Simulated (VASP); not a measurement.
# BP (F-43m) in VASP: settings compared, part 3 of 3

VASP 6.6.1. The steps go on from the part before.

## (6) Single point, LDA

Contents of INCAR:

```
SYSTEM = BP
PREC     = Accurate       ! precision mode
ENCUT    = 520            ! plane-wave cutoff, eV
EDIFF    = 1E-6           ! SCF threshold, eV
ISMEAR   = 0              ! smearing method
SIGMA    = 0.05           ! smearing width, eV
LREAL    = .FALSE.        ! projectors in reciprocal space
LASPH    = .TRUE.         ! aspherical terms in the spheres
NELM     = 100            ! most SCF steps
ALGO     = Normal         ! electronic algorithm
ISIF     = 2              ! what is computed and relaxed
LWAVE    = .FALSE.        ! write WAVECAR
LCHARG   = .FALSE.        ! write CHGCAR
NBANDS   = 11             ! bands
```

Contents of KPOINTS:

```
regular mesh
0
G
  10 10 10
  0 0 0
```

Contents of POSCAR:

```
BP
1.0
    0.0000000000      2.2690000000      2.2690000000
    2.2690000000      0.0000000000      2.2690000000
    2.2690000000      2.2690000000      0.0000000000
P B
1 1
Direct
    0.7500000000      0.7500000000      0.7500000000
    0.0000000000      0.0000000000      0.0000000000
```

Potentials or basis: VASP PAW LDA potentials, release 64 (P, B).

Run with:

```bash
$ cat potpaw_LDA.64/P/POTCAR potpaw_LDA.64/B/POTCAR > POTCAR
$ mpirun -np 1 vasp_std > vasp.out
```

OUTCAR:

```text
SYSTEM = BP
   PREC = Accurate
   ENCUT = 520
   EDIFF = 1E-6
   ISMEAR = 0
   LREAL = .FALSE.
   LASPH = .TRUE.
   NELM = 100
   ISIF = 2

 ion  position               nearest neighbor table
   1  0.750  0.750  0.750-   2 1.97   2 1.97   2 1.97   2 1.97
   2  0.000  0.000  0.000-   1 1.97   1 1.97   1 1.97   1 1.97

  LATTYP: Found a face centered cubic cell.
 ALAT       =     4.5380000000

  Lattice vectors:

 A1 = (   0.0000000000,   2.2690000000,   2.2690000000)
 A2 = (   2.2690000000,   0.0000000000,   2.2690000000)
 A3 = (   2.2690000000,   2.2690000000,   0.0000000000)

Analysis of symmetry for initial positions (statically):
=====================================================================
 Subroutine PRICEL returns:
 Original cell was already a primitive cell.

 Routine SETGRP: Setting up the symmetry group for a
 face centered cubic supercell.

 Subroutine GETGRP returns: Found 24 space group operations
 (whereof 24 operations were pure point group operations)
 out of a pool of 48 trial point group operations.

The static configuration has the point symmetry T_d .

Analysis of symmetry for dynamics (positions and initial velocities):
=====================================================================
 Subroutine PRICEL returns:
 Original cell was already a primitive cell.

 Routine SETGRP: Setting up the symmetry group for a
 face centered cubic supercell.

 Subroutine GETGRP returns: Found 24 space group operations
 (whereof 24 operations were pure point group operations)
 out of a pool of 48 trial point group operations.

The dynamic configuration has the point symmetry T_d .

 Subroutine INISYM returns: Found 24 space group operations
 (whereof 24 operations are pure point group operations),
 and found     1 'primitive' translations

----------------------------------------------------------------------------------------

                                     Primitive cell

  volume of cell :      23.3633

  direct lattice vectors                    reciprocal lattice vectors
     0.000000000  2.269000000  2.269000000    -0.220361393  0.220361393  0.220361393
     2.269000000  0.000000000  2.269000000     0.220361393 -0.220361393  0.220361393
     2.269000000  2.269000000  0.000000000     0.220361393  0.220361393 -0.220361393

  length of vectors
     3.208850573  3.208850573  3.208850573     0.381677128  0.381677128  0.381677128

  position of ions in fractional coordinates (direct lattice)
     0.750000000  0.750000000  0.750000000
     0.000000000  0.000000000  0.000000000

  ion indices of the primitive-cell ions
   primitive index   ion index
                 1           1
                 2           2

----------------------------------------------------------------------------------------

 KPOINTS: regular mesh

Automatic generation of k-mesh.
 Grid dimensions read from file:
 generate k-points for:   10   10   10

 Generating k-lattice:

  Cartesian coordinates                     Fractional coordinates (reciprocal lattice)
    -0.022036139  0.022036139  0.022036139     0.100000000  0.000000000  0.000000000
     0.022036139 -0.022036139  0.022036139     0.000000000  0.100000000  0.000000000
     0.022036139  0.022036139 -0.022036139     0.000000000  0.000000000  0.100000000

  Length of vectors
     0.038167713  0.038167713  0.038167713

  Shift w.r.t. Gamma in fractional coordinates (k-lattice)
     0.000000000  0.000000000  0.000000000

 Subroutine IBZKPT returns following result:
 ===========================================

 Found     47 irreducible k-points:

 Following reciprocal coordinates:
            Coordinates               Weight
  0.000000  0.000000  0.000000      1.000000
  0.100000  0.000000  0.000000      8.000000
  0.200000  0.000000  0.000000      8.000000
  0.300000  0.000000  0.000000      8.000000
  0.400000  0.000000  0.000000      8.000000
  0.500000  0.000000  0.000000      4.000000
[... 16 lines left out ...]
  0.300000  0.300000  0.000000      6.000000
  0.400000  0.300000  0.000000     24.000000
 [... further k-points ...]
   k-points           NKPTS =     47   k-points in BZ     NKDIM =     47   number of bands    NBANDS=     11
   number of dos      NEDOS =    301   number of ions     NIONS =      2
   total plane-waves  NPLWV =  13824
   dimension x,y,z NGX =    24 NGY =   24 NGZ =   24
   dimension x,y,z NGXF=    48 NGYF=   48 NGZF=   48
   ions per type =               1   1
   NGX,Y,Z   is equivalent  to a cutoff of  12.43, 12.43, 12.43 a.u.
   NGXF,Y,Z  is equivalent  to a cutoff of  24.87, 24.87, 24.87 a.u.
 SYSTEM =  BP
   PREC   = accura    normal or accurate (medium, high low for compatibility)
   ISTART =      0    job   : 0-new  1-cont  2-samecut
   ICHARG =      2    charge: 1-file 2-atom 10-const
   ISPIN  =      1    spin polarized calculation?
   LNONCOLLINEAR =      F non collinear calculations
   LSORBIT =      F    spin-orbit coupling
   LASPH  =      T    aspherical Exc in radial PAW
   ENCUT  =  520.0 eV  38.22 Ry    6.18 a.u.   5.97  5.97  5.97*2*pi/ulx,y,z
   NELM   =    100;   NELMIN=  2; NELMDL= -5     # of ELM steps
   EDIFF  = 0.1E-05   stopping-criterion for ELM
   LREAL  =      F    real-space projection
   EDIFFG = 0.1E-04   stopping-criterion for IOM
   NSW    =      0    number of steps for IOM
   IBRION =     -1    ionic relax: 0-MD 1-quasi-New 2-CG
   NFREE  =      0    steps in history (QN), initial steepest desc. (CG)
   ISIF   =      2    stress and relaxation
   ISYM   =      2    0-nonsym 1-usesym 2-fastsym
   POTIM  = 0.5000    time-step for ionic-motion
   TEBEG  =    0.0;   TEEND  =   0.0 temperature during run
   PSTRESS=    0.0 pullay stress
   NELECT =       8.0000    total number of electrons
   NUPDOWN=      -1.0000    fix difference up-down
   EMIN   =  10.00;   EMAX   =-10.00  energy-range for DOS
   EFERMI =   0.00;   METHOD = LEGACY
   ISMEAR =     0;   SIGMA  =   0.05  broadening in eV -4-tet -1-fermi 0-gaus
   EFERMI_NEDOS =   21; number of points for ismear=-14 and -15
   IALGO  =     38    algorithm
   IMIX   =      4    mixing-type and parameters
     AMIX     =   0.40;   BMIX     =  1.00
     AMIX_MAG =   1.60;   BMIX_MAG =  1.00
  volume/ion in A,a.u.               =      11.68        78.83
  Fermi-wavevector in a.u.,A,eV,Ry     =   1.145320  2.164342 17.847562  1.311759
  Thomas-Fermi vector in A             =   2.282009
   LORBIT       =      0    0 simple, 1 ext, 2 COOP (PROOUT), +10 PAW based schemes
   GGA     = CA    functional components
   LHFCALC =     F    Hartree Fock is set to
   AEXX    =    0.0000 exact exchange contribution
   IVDW    =     0    specifies the selected vdW correction
   LEPSILON=     F    determine dielectric tensor
   LRPA    =     F    only Hartree local field effects (RPA)
 non-spin polarized calculation
 Gauss-broadening in eV      SIGMA  =   0.05
  energy-cutoff  :      520.00
  volume of cell :       23.36
 maximum number of plane-waves:       639
   NGX = 11   NGY = 11   NGZ = 11

 number of electron       8.0000000 magnetization

 Free energy of the ion-electron system (eV)
  ---------------------------------------------------
  ext. energy  EPLUGINS =         0.00000000
  ---------------------------------------------------
  free energy    TOTEN  =       -14.38713830 eV

  energy without entropy =      -14.38713830  energy(sigma->0) =      -14.38713830

 E-fermi :   7.7009     XC(G=0): -11.0880

 val. band max:        7.4060277645   @ k =   0.0000   0.0000   0.0000
 cond. band min:       8.5935885288   @ k =   0.4000   0.4000   0.0000
 fundamental gap:      1.1875607644
 Fermi energy:         7.7009461874

 k-point     1 :       0.0000    0.0000    0.0000
  band No.  band energies     occupation
      1      -7.9842      2.00000
      2       7.4060      2.00000
      3       7.4060      2.00000
      4       7.4060      2.00000
      5      10.7845      0.00000
      6      10.7845      0.00000
      7      10.7845      0.00000
      8      14.7748      0.00000
      9      18.6626      0.00000
     10      19.5875      0.00000
     11      19.5875      0.00000
[... 309 lines left out ...]
 k-point    24 :       0.4000    0.3000    0.0000
  band No.  band energies     occupation
      1      -5.0495      2.00000
      2       1.3181      2.00000
      3       3.3605      2.00000
      4       3.8985      2.00000
      5       9.1649      0.00000
      6      10.9468      0.00000
      7      16.8107      0.00000
      8      16.8189      0.00000
      9      21.2368      0.00000
     10      22.6861      0.00000
     11      24.2422      0.00000

 [... further k-points ...]
[... 5 lines left out ...]
  --------------------------------------------------------------------------------------
  -------------------------------------------------------------------------------------
  Total       -0.7761782     -0.7761782     -0.7761782      0.0000000     -0.0000000      0.0000000
  in kB      -53.2278047    -53.2278047    -53.2278047      0.0000000     -0.0000000      0.0000000
  external PRESSURE =     -53.2278047 kB  Pullay stress =       0.0000000 kB

 VOLUME and BASIS-vectors are now :
 -----------------------------------------------------------------------------
  energy-cutoff  :      520.00
  volume of cell :       23.36
      direct lattice vectors                 reciprocal lattice vectors
     0.000000000  2.269000000  2.269000000    -0.220361393  0.220361393  0.220361393
     2.269000000  0.000000000  2.269000000     0.220361393 -0.220361393  0.220361393
     2.269000000  2.269000000  0.000000000     0.220361393  0.220361393 -0.220361393

 POSITION                                       TOTAL-FORCE (eV/Angst)
 -----------------------------------------------------------------------------------
      3.40350      3.40350      3.40350        -0.000000     -0.000000     -0.000000
      0.00000      0.00000      0.00000         0.000000      0.000000      0.000000
 -----------------------------------------------------------------------------------
    total drift:                               -0.000000     -0.000000     -0.000000

  FREE ENERGIE OF THE ION-ELECTRON SYSTEM (eV)
  ---------------------------------------------------
  free  energy   TOTEN  =       -14.3871382957 eV

  energy  without entropy=      -14.3871382957  energy(sigma->0) =      -14.38713830
```

Run time: 3.3 s. Hardware: 1 thread of Intel Xeon 6975P-C (Granite Rapids), shared host; peak memory 0.12 GiB.

Results:

- Free energy: -14.3871 eV
- Pressure: -5.3 GPa
- Band gap on the k mesh: 1.19 eV, indirect (least direct gap 3.38 eV)

## (7) Summary

| task | level | potentials or basis | cell | k mesh | cutoff (eV) | smearing | grid for exact exchange (PRECFOCK) | gap on the mesh (eV) | pressure (GPa) | relaxed volume (Å³/atom) |
| --- | --- | --- | --- | --- | --- | --- | --- | --- | --- | --- |
| relaxation of cell and atoms | PBEsol+D4 | VASP PAW PBE potentials, release 64 (P, B) | relaxed | 10 × 10 × 10 | 600 | fermi-dirac 0.05 eV | - | 1.09 | 0.0 | 11.36 |
| relaxation of cell and atoms | RPBE+D3(BJ) | VASP PAW PBE potentials, release 64 (P, B) | relaxed | 10 × 10 × 10 | 600 | fermi-dirac 0.05 eV | - | 1.10 | -0.1 | 10.57 |
| relaxation of cell and atoms | PBEsol+D4 | VASP PAW PBE potentials, release 64 (P, B) | relaxed | 15 × 15 × 15 | 600 | gaussian 0.01 eV | - | 1.09 | 0.0 | 11.36 |
| single point | r2SCAN50 | VASP PAW PBE potentials, release 64 (P, B) | as given | 5 × 5 × 5 | 520 | gaussian 0.01 eV | Normal | 4.25 | -4.9 | - |
| single point | LDA | VASP PAW LDA potentials, release 64 (P, B) | as given | 10 × 10 × 10 | 520 | gaussian 0.05 eV | - | 1.19 | -5.3 | - |

Alike in all rows: no spin polarisation.

Caveats: some runs use coarse meshes; the PAW data sets were made with another functional, which shifts forces and pressure a little (some runs).

Absolute energies hang on the potentials; compare differences alone.
